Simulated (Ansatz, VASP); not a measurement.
One calculation of BP, two programs

```xyz
2
Lattice="0.0000 2.2614 2.2614 2.2614 0.0000 2.2614 2.2614 2.2614 0.0000" Properties=species:S:1:pos:R:3 pbc="T T T"
B     0.0000    0.0000    0.0000
P     3.3921    3.3921    3.3921
```

Change from the starting cell: volume scaled by 0.99, crystal datasets.

Alike in both runs: task electric field gradients; functional LDA; k mesh 12 × 12 × 12; occupations fermi-dirac, width 0.08 eV; no spin polarisation.

|  | VASP | Ansatz |
| --- | --- | --- |
| version | VASP 6.6.1 | Ansatz 0.2.0 |
| potentials or method | VASP PAW LDA potentials, release 64 (B, P), cutoff 520 eV | all-electron PAW with datasets made for the crystal, scalar-relativistic |

|  | VASP | Ansatz | Ansatz less VASP |
| --- | --- | --- | --- |
| pressure (GPa) | -3.7 | -3.7 | +0.08 |

LDA's correlation is that of Perdew and Zunger in VASP and of Perdew and Wang (1992) in Ansatz. Ansatz ran all-electron here, and VASP with PAW potentials.
